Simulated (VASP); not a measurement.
# Si24H10O in VASP: single point with PBEsol

Aim: the single point of Si24H10O with PBEsol.

All numbers are computed with VASP 6.6.1; they aren't measurements. Logs are shortened: lines on timing, memory, paths and dates and some standing lists are left out, and cuts for length are marked.

**1. The cell of the first run**

The cell holds a slab with vacuum, 35 atoms: a = 11.519 Å, b = 7.679 Å, c = 18.869 Å, α = 90.00°, β = 90.00°, γ = 60.00°.

**2. Single point, PBEsol, collinear spin, zero start**

INCAR reads:

```
PREC = Accurate ; ENCUT = 520
EDIFF = 1E-6 ; ISMEAR = 0
SIGMA = 0.02 ; LREAL = Auto
LASPH = True ; NELM = 150
ALGO = Normal ; ISIF = 2
LWAVE = False ; LCHARG = False
ISPIN = 2 ; MAGMOM = 0 0 0 0 0 0 0 0 0 0 0 0 0 0 0 0 0 0 0 0 0 0 0 0 0 0 0 0 0 0 0 0 0 0 0
LORBIT = 11 ; GGA = PS
NBANDS = 83
```

KPOINTS reads:

```
Automatic mesh
0
Gamma
  2 2 1
```

POSCAR reads:

```
Si24H10O
1.0
   11.5187690000      0.0000000000      0.0000000000
    3.8395900000      6.6503650000      0.0000000000
    0.0000000000      0.0000000000     18.8687650000
H Si O
10 24 1
Direct
    0.1111111291      0.1666666416      0.0529975862
    0.4444444046      0.1666666416      0.0529975862
    0.7777778537      0.1666666416      0.0529975862
    0.1111111040      0.6666667168      0.0529975862
    0.4444443795      0.6666667168      0.0529975862
    0.7777778286      0.6666667168      0.0529975862
    0.6579694814      0.0063073230      0.4162847966
   -0.0131162350      0.5218020364      0.4174650540
    0.3280766371      0.5392281476      0.4156386494
    0.6659335874      0.5008701026      0.4151053341
    0.1111111291      0.1666666416      0.1324940981
    0.4444444046      0.1666666416      0.1324940981
    0.7777778537      0.1666666416      0.1324940981
    0.1111111040      0.6666667168      0.1324940981
    0.4444443795      0.6666667168      0.1324940981
    0.7777778286      0.6666667168      0.1324940981
   -0.1111936366      0.3332996008      0.1737427966
    0.2232773126      0.3305564431      0.1773349766
    0.5555784951      0.3334732755      0.1719222217
   -0.1123316200      0.8354368520      0.1738248370
    0.2215113060      0.8340662505      0.1707112257
    0.5565590818      0.8320183930      0.1700353998
   -0.1025074634      0.3194962983      0.2979508728
    0.2054601623      0.3824970509      0.3038112987
    0.5498699407      0.3415758383      0.2955985196
   -0.1147129359      0.8591492347      0.2979095876
    0.1888411366      0.8625711521      0.2938914126
    0.5697966960      0.8169165151      0.2936634698
   -0.0093226937      0.0128185445      0.3611998454
    0.3432632098     -0.0410902259      0.3164682479
    0.6612740490      0.0094710591      0.3365472515
   -0.0185239748      0.5265560612      0.3375968167
    0.3291862628      0.5361604965      0.3358122272
    0.6747248346      0.4864926963      0.3354169179
    0.2888718956      0.1742429175      0.3562253809
```

Potentials or basis: VASP PAW PBE potentials, release 64 (H, Si, O).

Launch:

```bash
> cat potpaw_PBE.64/H/POTCAR potpaw_PBE.64/Si/POTCAR potpaw_PBE.64/O/POTCAR > POTCAR
> mpirun -np 1 vasp_std > vasp.out
```

OUTCAR:

```text
PREC = Accurate
   ENCUT = 520
   EDIFF = 1E-6
   ISMEAR = 0
   LREAL = Auto
   LASPH = True
   NELM = 150
   ISIF = 2
   ISPIN = 2
   LORBIT = 11
   GGA = PS

 ion  position               nearest neighbor table
   1  0.111  0.167  0.053-  11 1.50
   2  0.444  0.167  0.053-  12 1.50
   3  0.778  0.167  0.053-  13 1.50
   4  0.111  0.667  0.053-  14 1.50
   5  0.444  0.667  0.053-  15 1.50
   6  0.778  0.667  0.053-  16 1.50
   7  0.658  0.006  0.416-  31 1.51
   8  0.987  0.522  0.417-  32 1.51
   9  0.328  0.539  0.416-  33 1.51
  10  0.666  0.501  0.415-  34 1.51
  11  0.111  0.167  0.132-   1 1.50  21 2.33  17 2.35  18 2.37
  12  0.444  0.167  0.132-   2 1.50  22 2.34  19 2.34  18 2.36
  13  0.778  0.167  0.132-   3 1.50  20 2.34  19 2.34  17 2.35
  14  0.111  0.667  0.132-   4 1.50  21 2.33  20 2.36  18 2.39
  15  0.444  0.667  0.132-   5 1.50  22 2.33  19 2.34  21 2.34
  16  0.778  0.667  0.132-   6 1.50  22 2.32  17 2.35  20 2.35
  17  0.889  0.333  0.174-  23 2.35  13 2.35  16 2.35  11 2.35
  18  0.223  0.331  0.177-  12 2.36  11 2.37  14 2.39  24 2.41
  19  0.556  0.333  0.172-  25 2.33  15 2.34  13 2.34  12 2.34
  20  0.888  0.835  0.174-  13 2.34  26 2.35  16 2.35  14 2.36
  21  0.222  0.834  0.171-  11 2.33  14 2.33  15 2.34  27 2.35
  22  0.557  0.832  0.170-  16 2.32  15 2.33  12 2.34  28 2.34
  23  0.897  0.319  0.298-  34 2.33  17 2.35  32 2.36  29 2.37
  24  0.205  0.382  0.304-  35 1.71  32 2.33  33 2.34  18 2.41  30 2.83
  25  0.550  0.342  0.296-  19 2.33  34 2.34  33 2.34  31 2.34
  26  0.885  0.859  0.298-  32 2.34  20 2.35  31 2.35  29 2.39
  27  0.189  0.863  0.294-  30 2.28  33 2.34  21 2.35  29 2.35
  28  0.570  0.817  0.294-  30 2.31  34 2.34  22 2.34  31 2.35
  29  0.991  0.013  0.361-  27 2.35  23 2.37  26 2.39
  30  0.343  0.959  0.316-  35 1.63  27 2.28  28 2.31  24 2.83
  31  0.661  0.009  0.337-   7 1.51  25 2.34  28 2.35  26 2.35
  32  0.981  0.527  0.338-   8 1.51  24 2.33  26 2.34  23 2.36
  33  0.329  0.536  0.336-   9 1.51  27 2.34  24 2.34  25 2.34
  34  0.675  0.486  0.335-  10 1.51  23 2.33  28 2.34  25 2.34
  35  0.289  0.174  0.356-  30 1.63  24 1.71

  LATTYP: Found a simple monoclinic cell.
 ALAT       =     7.6791800344
 B/A-ratio  =     2.4571327818
 C/A-ratio  =     1.3228755546
 COS(beta)  =    -0.1889823052

  Lattice vectors:

 A1 = (   3.8395900000,   6.6503650000,   0.0000000000)
 A2 = (   0.0000000000,   0.0000000000,  18.8687650000)
 A3 = (   7.6791790000,  -6.6503650000,   0.0000000000)

Analysis of symmetry for initial positions (statically):
[... 227 lines left out ...]
 Free energy of the ion-electron system (eV)
  ---------------------------------------------------
  ext. energy  EPLUGINS =         0.00000000
  ---------------------------------------------------
  free energy    TOTEN  =      -174.61121616 eV

  energy without entropy =     -174.61121616  energy(sigma->0) =     -174.61121616

 E-fermi :  -1.2600     XC(G=0):  -4.1663

 val. band max:       -1.3648722261   @ k =   0.0000   0.0000   0.0000
 cond. band min:      -0.7405674920   @ k =   0.5000  -0.0000   0.0000
 fundamental gap:      0.6243047341
 Fermi energy:        -1.2599902616

 spin component 1

 k-point     1 :       0.0000    0.0000    0.0000
  band No.  band energies     occupation
      1     -21.8763      1.00000
      2     -12.6125      1.00000
      3     -11.5977      1.00000
      4     -11.4484      1.00000
      5     -11.3295      1.00000
      6     -11.1345      1.00000
[... 273 lines left out ...]
     67       1.9295      0.00000
     68       1.9891      0.00000
 Fermi energy:        -1.2599902616

 spin component 2

 k-point     1 :       0.0000    0.0000    0.0000
  band No.  band energies     occupation
      1     -21.8763      1.00000
      2     -12.6125      1.00000
      3     -11.5977      1.00000
      4     -11.4484      1.00000
      5     -11.3295      1.00000
      6     -11.1345      1.00000
[... 273 lines left out ...]
     67       1.9295      0.00000
     68       1.9891      0.00000
 [bands above 68 left out]

------------------------ aborting loop because EDIFF is reached ----------------------------------------

  FORCE on cell =-STRESS in cart. coord.  units (eV):
  Direction    XX          YY          ZZ          XY          YZ          ZX
  --------------------------------------------------------------------------------------
  -------------------------------------------------------------------------------------
  Total        1.3877683      6.8874993      1.3121870      0.3308870     -0.0260116      0.0473405
  in kB        1.5382698      7.6344389      1.4544919      0.3667712     -0.0288325      0.0524745
  external PRESSURE =       3.5424002 kB  Pullay stress =       0.0000000 kB

 VOLUME and BASIS-vectors are now :
 -----------------------------------------------------------------------------
  energy-cutoff  :      520.00
  volume of cell :     1445.42
      direct lattice vectors                 reciprocal lattice vectors
    11.518769000  0.000000000  0.000000000     0.086814832 -0.050122567  0.000000000
     3.839590000  6.650365000  0.000000000     0.000000000  0.150367687  0.000000000
     0.000000000  0.000000000 18.868765000     0.000000000  0.000000000  0.052997639

 POSITION                                       TOTAL-FORCE (eV/Angst)
 -----------------------------------------------------------------------------------
      1.91979      1.10839      1.00000         0.093524      0.089848     -0.127729
      5.75938      1.10839      1.00000        -0.083645      0.026130     -0.107328
      9.59898      1.10839      1.00000        -0.013822      0.047280     -0.130794
      3.83959      4.43358      1.00000        -0.034744     -0.129898     -0.117495
      7.67918      4.43358      1.00000        -0.021731      0.024405     -0.142522
     11.51877      4.43358      1.00000         0.026082     -0.003750     -0.158130
[... 27 lines left out ...]
      9.63993      3.23535      6.32890         0.000414     -0.000173      0.003406
      3.99647      1.15878      6.72153         0.014697      0.052610      0.045464
 -----------------------------------------------------------------------------------
    total drift:                                0.003572     -0.000208     -0.000369

  FREE ENERGIE OF THE ION-ELECTRON SYSTEM (eV)
  ---------------------------------------------------
  free  energy   TOTEN  =      -174.6112161603 eV

  energy  without entropy=     -174.6112161603  energy(sigma->0) =     -174.61121616

 total charge

# of ion       s       p       d       tot
------------------------------------------
    1        0.549   0.013   0.000   0.562
    2        0.547   0.013   0.000   0.561
    3        0.550   0.013   0.000   0.563
    4        0.548   0.013   0.000   0.561
    5        0.548   0.013   0.000   0.561
    6        0.549   0.013   0.000   0.562
[... 27 lines left out ...]
   34        0.746   0.969   0.000   1.715
   35        1.570   3.559   0.000   5.129
--------------------------------------------------
tot         25.078  26.460   0.000  51.539

 magnetization (x)

# of ion       s       p       d       tot
------------------------------------------
    1       -0.000  -0.000   0.000  -0.000
    2        0.000   0.000   0.000   0.000
    3        0.000  -0.000   0.000   0.000
    4       -0.000   0.000   0.000  -0.000
    5        0.000  -0.000   0.000   0.000
    6        0.000   0.000   0.000   0.000
[... 27 lines left out ...]
   34        0.000  -0.000   0.000  -0.000
   35        0.000   0.000   0.000   0.000
--------------------------------------------------
tot          0.000   0.000   0.000   0.000
```

stdout:

```text
POSCAR found type information on POSCAR H SiO
 POSCAR found :  3 types and      35 ions
 scaLAPACK will be used
 -----------------------------------------------------------------------------
|                                                                             |
|                                                                             |
|     You enforced a specific xc type in the INCAR file but a different       |
|     I HOPE YOU KNOW WHAT YOU ARE DOING!                                     |
|                                                                             |
 -----------------------------------------------------------------------------

 LDA part: xc-table for (Slater+PW92), standard interpolation
 POSCAR, INCAR and KPOINTS ok, starting setup
 FFT: planning ... GRIDC
 FFT: planning ... GRID_SOFT
 FFT: planning ... GRID
 WAVECAR not read
 entering main loop
```

Wall time 78 min (1 thread of Oxide Virtual Turin-like, shared host); peak memory 2.2 GiB.

Results:

* Free energy: -174.6112 eV
* Largest force: 0.372 eV/Å
* Band gap on the k mesh: 0.62 eV (least direct gap 0.64 eV)
* Net moment: 0.00 μB per cell
* Valence electrons inside the program's atomic spheres: H 0.56; Si 1.71, 1.72, 1.70, 1.68, 1.69, 1.65 (each value once); O 5.13

Forces on the atoms (eV/Å):
```
H    0.094  0.090 -0.128
H   -0.084  0.026 -0.107
H   -0.014  0.047 -0.131
H   -0.035 -0.130 -0.117
H   -0.022  0.024 -0.143
H    0.026 -0.004 -0.158
H   -0.001 -0.002  0.006
H   -0.003  0.002  0.008
H    0.001  0.002  0.011
H    0.001  0.002  0.008
Si  -0.089  0.165  0.130
Si  -0.059  0.123  0.248
Si   0.148 -0.020  0.021
Si  -0.226 -0.089  0.282
Si  -0.042 -0.086  0.018
Si   0.301 -0.159  0.013
Si  -0.003 -0.002  0.005
Si   0.006  0.004  0.007
Si  -0.002  0.000 -0.004
Si   0.003  0.000  0.005
Si   0.006  0.002  0.012
Si  -0.009  0.005  0.007
Si   0.007 -0.002 -0.004
Si  -0.004  0.052 -0.005
Si  -0.003 -0.002  0.004
Si  -0.002  0.003  0.001
Si  -0.003  0.000 -0.008
Si   0.000  0.002 -0.003
Si   0.001 -0.001  0.009
Si  -0.009 -0.117 -0.034
Si   0.001  0.001  0.001
Si  -0.002  0.006 -0.004
Si   0.001  0.006 -0.001
Si   0.000  0.000  0.003
O    0.015  0.053  0.045
```

Caveat: there is no dipole correction, which matters where the two faces differ; semilocal functionals underestimate gaps, and a narrow one can read as zero; the PAW data sets were made with another functional, which shifts forces and pressure a little.
